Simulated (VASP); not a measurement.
Set up this calculation in VASP 6.6.1, as the native input.

```
Task                               : single point
Functional                         : HSE06
Potentials or basis                : VASP PAW PBE potentials, release 64 (Ba_sv, Hf_pv, Zr_sv, O)
Cutoff                             : 520 eV
k mesh                             : 1 × 1 × 1
Occupations                        : fermi-dirac, width 0.05 eV
Spin                               : no spin polarisation
Dipole correction                  : no
Grid for exact exchange (PRECFOCK) : Fast
Further INCAR settings             : LREAL = Auto; ALGO = Normal; EDIFF = 1e-07; NBANDS = 180
Share of exact exchange            : 0.25
Screening parameter                : 0.2079 1/Å
```

Ba4Hf3ZrO12:

```
Ba Hf Zr O
1.0
     8.32388    0.00000    0.00000
     0.00000    8.32388    0.00000
     0.00000    0.00000    8.32388
Ba Hf Zr O
8 6 2 24
Direct
  0.00007 0.00059 0.00023
  0.99994 0.00053 0.50004
  0.00002 0.50007 0.00049
  0.00002 0.50016 0.50042
  0.50056 0.00058 0.00030
  0.50084 0.00087 0.50034
  0.50035 0.50038 0.00054
  0.50045 0.50014 0.50066
  0.25027 0.25044 0.25036
  0.25023 0.25050 0.75034
  0.75025 0.25045 0.25035
  0.75026 0.25045 0.75033
  0.75025 0.75047 0.25036
  0.75027 0.75043 0.75032
  0.25026 0.75044 0.25035
  0.25026 0.75045 0.75036
  0.25650 0.25445 0.00036
  0.24404 0.24633 0.50031
  0.24081 0.74612 0.00028
  0.25968 0.75464 0.50038
  0.74404 0.24788 0.00030
  0.75650 0.25293 0.50037
  0.75929 0.75293 0.00040
  0.74121 0.74788 0.50030
  0.00018 0.26166 0.24434
  0.00019 0.23930 0.75640
  0.99937 0.73904 0.25944
  0.99934 0.76181 0.74141
  0.50035 0.23913 0.25633
  0.50034 0.26149 0.74425
  0.50114 0.76176 0.24125
  0.50117 0.73896 0.75926
  0.23862 0.00124 0.24623
  0.26170 0.00128 0.75446
  0.26187 0.49957 0.25446
  0.23882 0.49951 0.74618
  0.76158 0.00053 0.25290
  0.73899 0.00047 0.74789
  0.73895 0.50029 0.24780
  0.76155 0.50036 0.75280
```

One way to write it, as run:

POSCAR

```
Ba4Hf3ZrO12
1.0
    8.3238780000      0.0000000000      0.0000000000
    0.0000000000      8.3238780000      0.0000000000
    0.0000000000      0.0000000000      8.3238780000
Ba Hf Zr O
8 6 2 24
Direct
    0.0000690000      0.0005850000      0.0002310000
    0.9999420000      0.0005310000      0.5000400000
    0.0000150000      0.5000700000      0.0004940000
    0.0000150000      0.5001650000      0.5004210000
    0.5005620000      0.0005800000      0.0003050000
    0.5008370000      0.0008720000      0.5003410000
    0.5003490000      0.5003850000      0.0005400000
    0.5004530000      0.5001410000      0.5006610000
    0.2502720000      0.2504430000      0.2503630000
    0.2502260000      0.2504990000      0.7503390000
    0.7502530000      0.2504540000      0.2503530000
    0.7502600000      0.2504530000      0.7503310000
    0.7502470000      0.7504740000      0.2503630000
    0.7502720000      0.7504300000      0.7503220000
    0.2502630000      0.7504440000      0.2503480000
    0.2502600000      0.7504480000      0.7503630000
    0.2564980000      0.2544470000      0.0003570000
    0.2440420000      0.2463340000      0.5003070000
    0.2408120000      0.7461190000      0.0002790000
    0.2596810000      0.7546380000      0.5003840000
    0.7440410000      0.2478830000      0.0003040000
    0.7565020000      0.2529270000      0.5003700000
    0.7592900000      0.7529320000      0.0003950000
    0.7412150000      0.7478840000      0.5002990000
    0.0001770000      0.2616570000      0.2443380000
    0.0001930000      0.2393040000      0.7564030000
    0.9993710000      0.7390380000      0.2594430000
    0.9993410000      0.7618060000      0.7414100000
    0.5003550000      0.2391280000      0.2563290000
    0.5003400000      0.2614940000      0.7442530000
    0.5011370000      0.7617580000      0.2412520000
    0.5011700000      0.7389570000      0.7592640000
    0.2386240000      0.0012420000      0.2462280000
    0.2616960000      0.0012780000      0.7544590000
    0.2618730000      0.4995690000      0.2544560000
    0.2388160000      0.4995090000      0.7461850000
    0.7615760000      0.0005290000      0.2528990000
    0.7389890000      0.0004660000      0.7478940000
    0.7389490000      0.5002860000      0.2477960000
    0.7615540000      0.5003640000      0.7527960000
```

INCAR.step1

```
SYSTEM = Ba4Hf3ZrO12
  PREC = Accurate
  ENCUT = 520
  EDIFF = 1E-5
  ISMEAR = -1
  SIGMA = 0.05
  LREAL = Auto
  LASPH = .TRUE.
  NELM = 60
  ALGO = Normal
  ISIF = 2
  LWAVE = .TRUE.
  NBANDS = 180
  GGA = PE
```

INCAR.step2

```
SYSTEM = Ba4Hf3ZrO12
  PREC = Accurate
  ENCUT = 520
  EDIFF = 1E-7
  ISMEAR = -1
  SIGMA = 0.05
  LREAL = Auto
  LASPH = .TRUE.
  NELM = 60
  ALGO = Normal
  ISIF = 2
  LWAVE = .FALSE.
  LCHARG = .TRUE.
  GGA = PE
  LHFCALC = .TRUE.
  HFSCREEN = 0.2079
  PRECFOCK = Fast
  LELF = .TRUE.
  LVHAR = .TRUE.
  NBANDS = 180
  ISTART = 1
```

KPOINTS

```
Automatic mesh
0
G
  1 1 1
  0 0 0
```

Potentials or basis: VASP PAW PBE potentials, release 64 (Ba_sv, Hf_pv, Zr_sv, O).

Run with:

```console
$ cat potpaw_PBE.64/Ba_sv/POTCAR potpaw_PBE.64/Hf_pv/POTCAR potpaw_PBE.64/Zr_sv/POTCAR potpaw_PBE.64/O/POTCAR > POTCAR
$ cp INCAR.step1 INCAR
$ mpirun -np 1 vasp_gam > vasp.out
$ cp INCAR.step2 INCAR
$ mpirun -np 1 vasp_gam > vasp.out
```

Results of the run:

The pressure is 2.9 GPa. The largest force is 0.143 eV/Å and the band gap on the k mesh is 4.85 eV.

Caveat: the k points lie up to 0.75 Å⁻¹ apart; the PAW data sets were made with another functional, which shifts forces and pressure a little; spin-orbit coupling is left out, which moves the levels of the heavy elements; an odd mesh through Γ misses points on the zone boundary, where band edges can lie.

It took 16 min on 1 thread of Oxide Virtual Turin-like Processor, on a shared host, peak memory 0.83 GiB.
